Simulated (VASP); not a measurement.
# HgTe (P6_3/mmc) in VASP: settings compared, part 2 of 3

VASP 6.6.1. Earlier steps stand in the parts before.

### Step 3. Single point, PBE (volume changed by -6%)

File INCAR:

```
PREC = Accurate
ENCUT = 520
EDIFF = 1E-7
ISMEAR = -1
SIGMA = 0.02
LREAL = F
LASPH = T
NELM = 100
ALGO = Normal
ISIF = 2
LWAVE = F
LCHARG = T
GGA = PE
LELF = T
LVHAR = T
NBANDS = 26
```

File KPOINTS:

```
regular mesh
0
Gamma
  6 6 4
```

File POSCAR:

```
HgTe
1.0
    4.7772776427      0.0000000000      0.0000000000
   -2.3886388214      4.1372437995      0.0000000000
    0.0000000000      0.0000000000      7.1490173244
Hg Te
2 2
Direct
    0.3333333333      0.6666666667      0.2500000000
    0.6666666667      0.3333333333      0.7500000000
    0.6666666667      0.3333333333      0.2500000000
    0.3333333333      0.6666666667      0.7500000000
```

Potentials or basis: VASP PAW PBE potentials, release 64 (Hg, Te).

Launch:

```
$ cat potpaw_PBE.64/Hg/POTCAR potpaw_PBE.64/Te/POTCAR > POTCAR
$ mpirun -np 1 vasp_std > vasp.out
```

OUTCAR:

```text
PREC = Accurate
   ENCUT = 520
   EDIFF = 1E-7
   ISMEAR = -1
   LREAL = F
   LASPH = T
   NELM = 100
   ISIF = 2
   GGA = PE

 ion  position               nearest neighbor table
   1  0.333  0.667  0.250-   3 2.76   3 2.76   3 2.76   4 3.57   4 3.57
   2  0.667  0.333  0.750-   4 2.76   4 2.76   4 2.76   3 3.57   3 3.57
   3  0.667  0.333  0.250-   1 2.76   1 2.76   1 2.76   2 3.57   2 3.57
   4  0.333  0.667  0.750-   2 2.76   2 2.76   2 2.76   1 3.57   1 3.57

  LATTYP: Found a hexagonal cell.
 ALAT       =     4.7772776427
 C/A-ratio  =     1.4964626005

  Lattice vectors:

 A1 = (   4.7772776427,   0.0000000000,   0.0000000000)
 A2 = (  -2.3886388214,   4.1372437995,   0.0000000000)
 A3 = (   0.0000000000,   0.0000000000,   7.1490173244)

Analysis of symmetry for initial positions (statically):
=====================================================================
 Subroutine PRICEL returns:
 Original cell was already a primitive cell.

 Routine SETGRP: Setting up the symmetry group for a
 hexagonal supercell.

 Subroutine GETGRP returns: Found 24 space group operations
 (whereof 12 operations were pure point group operations)
 out of a pool of 24 trial point group operations.

The static configuration has the point symmetry D_3d.
 The point group associated with its full space group is D_6h.

Analysis of symmetry for dynamics (positions and initial velocities):
=====================================================================
 Subroutine PRICEL returns:
 Original cell was already a primitive cell.

 Routine SETGRP: Setting up the symmetry group for a
 hexagonal supercell.

 Subroutine GETGRP returns: Found 24 space group operations
 (whereof 12 operations were pure point group operations)
 out of a pool of 24 trial point group operations.

The dynamic configuration has the point symmetry D_3d.
[... 115 lines left out ...]
   ISMEAR =    -1;   SIGMA  =   0.02  broadening in eV -4-tet -1-fermi 0-gaus
   EFERMI_NEDOS =   21; number of points for ismear=-14 and -15
   IALGO  =     38    algorithm
   IMIX   =      4    mixing-type and parameters
     AMIX     =   0.40;   BMIX     =  1.00
     AMIX_MAG =   1.60;   BMIX_MAG =  1.00
  volume/ion in A,a.u.               =      35.32       238.38
  Fermi-wavevector in a.u.,A,eV,Ry     =   1.037838  1.961230 14.654948  1.077108
  Thomas-Fermi vector in A             =   2.172295
   LORBIT       =      0    0 simple, 1 ext, 2 COOP (PROOUT), +10 PAW based schemes
   GGA     = PE    functional components
   LHFCALC =     F    Hartree Fock is set to
   AEXX    =    0.0000 exact exchange contribution
   IVDW    =     0    specifies the selected vdW correction
   LEPSILON=     F    determine dielectric tensor
   LRPA    =     F    only Hartree local field effects (RPA)
 non-spin polarized calculation
  energy-cutoff  :      520.00
  volume of cell :      141.30
 maximum number of plane-waves:      3843
 NGX is ok and might be reduce to    36
   NGX = 17   NGY = 17   NGZ = 27

 number of electron      36.0000010 magnetization

 Free energy of the ion-electron system (eV)
  ---------------------------------------------------
  ext. energy  EPLUGINS =         0.00000000
  ---------------------------------------------------
  free energy    TOTEN  =        -6.66172337 eV

  energy without entropy =       -6.65909010  energy(sigma->0) =       -6.66040674

 E-fermi :   2.3658     XC(G=0):  -8.5411

 val. band max:        2.3180574287   @ k =   0.0000   0.0000   0.5000
 cond. band min:       2.3667579630   @ k =   0.0000   0.0000   0.0000
 fundamental gap:      0.0487005343
 Fermi energy:         2.3658491700

 k-point     1 :       0.0000    0.0000    0.0000
  band No.  band energies     occupation
      1      -9.0818      2.00000
      2      -8.6114      2.00000
      3      -4.7907      2.00000
      4      -4.7907      2.00000
      5      -4.7798      2.00000
      6      -4.7798      2.00000
[... 598 lines left out ...]
     25       8.6776      0.00000
     26       8.6776      0.00000

------------------------ aborting loop because EDIFF is reached ----------------------------------------

  FORCE on cell =-STRESS in cart. coord.  units (eV):
  Direction    XX          YY          ZZ          XY          YZ          ZX
  --------------------------------------------------------------------------------------
  -------------------------------------------------------------------------------------
  Total        2.7197503      2.7197503      0.8470790     -0.0000000      0.0000000      0.0000000
  in kB       30.8390983     30.8390983      9.6049817     -0.0000000      0.0000000      0.0000000
  external PRESSURE =      23.7610594 kB  Pullay stress =       0.0000000 kB

 VOLUME and BASIS-vectors are now :
 -----------------------------------------------------------------------------
  energy-cutoff  :      520.00
  volume of cell :      141.30
      direct lattice vectors                 reciprocal lattice vectors
     4.777277643  0.000000000  0.000000000     0.209324238  0.120853405  0.000000000
    -2.388638821  4.137243800  0.000000000     0.000000000  0.241706810  0.000000000
     0.000000000  0.000000000  7.149017324     0.000000000  0.000000000  0.139879364

 POSITION                                       TOTAL-FORCE (eV/Angst)
 -----------------------------------------------------------------------------------
     -0.00000      2.75816      1.78725         0.000000     -0.000000      0.000000
      2.38864      1.37908      5.36176        -0.000000      0.000000      0.000000
      2.38864      1.37908      1.78725        -0.000000      0.000000      0.000000
     -0.00000      2.75816      5.36176         0.000000     -0.000000      0.000000
 -----------------------------------------------------------------------------------
    total drift:                               -0.000000      0.000000     -0.000000

  FREE ENERGIE OF THE ION-ELECTRON SYSTEM (eV)
  ---------------------------------------------------
  free  energy   TOTEN  =        -6.6617233698 eV

  energy  without entropy=       -6.6590901042  energy(sigma->0) =       -6.66040674
```

Run time: 57 s. Hardware: 1 thread of Intel Xeon 6975P-C (Granite Rapids), shared host; peak memory 0.27 GiB.

What came out:

```
Free energy            : -6.6617 eV
Pressure               : 2.4 GPa
Band gap on the k mesh : zero (band 18 reaches 2.37 eV, above the bottom of band 19 at 2.27 eV)
```

Caveat: spin-orbit coupling is left out, which moves the levels of the heavy elements.

(Continued in part 3 of 3.)
